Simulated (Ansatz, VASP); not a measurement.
# Two plane-wave programs on SnO2

```xyz
6
Lattice="4.7789 0.0000 0.0000 0.0000 4.5000 0.0000 0.0000 0.0000 3.0398" Properties=species:S:1:pos:R:3 pbc="T T T"
Sn    2.3895    2.2500    1.5199
Sn    0.0000    0.0000    0.0000
O     1.5967    1.2155    0.0000
O     3.9861    1.0345    1.5199
O     0.7928    3.4655    1.5199
O     3.1822    3.2845    0.0000
```

Change from the starting cell: volume 10.895 Å^3 an atom, stretch along a over the lengths across it, relative to the relaxed cell 1.0621.

Alike in both runs: functional LDA; k mesh 6 × 6 × 10; occupations gaussian, width 0.05 eV; no spin polarisation.

Ansatz relaxed the structure, and its values are those at the end. VASP's run is a single point on that final structure, the one shown.

|  | VASP | Ansatz |
| --- | --- | --- |
| version | VASP 6.6.1 | Ansatz 0.2.0 |
| potentials or method | VASP PAW LDA potentials, release 64 (Sn_d, O), cutoff 520 eV | scalar-relativistic, plane waves, PAW |
| valence electrons in the cell | 52 | 52 |

Ansatz gave:

| Item | Value |
| --- | --- |
| gap on the k mesh at the Fermi level (eV) | 2.47 |
| least direct gap on the mesh (eV) | 2.48 |
| pressure (GPa) | 19.1 |
| rms of the force components (eV/Å) | 0.004 |

What did VASP give for the same quantities?

gap on the k mesh at the Fermi level (eV): 2.49; least direct gap on the mesh (eV): 2.50; pressure (GPa): 21.0; rms of the force components (eV/Å): 0.026.

Ansatz warns that its potentials were made for another functional, while VASP's fit it. LDA's correlation is that of Perdew and Zunger in VASP and of Perdew and Wang (1992) in Ansatz. Ansatz's warnings: stress scf threshold loose.
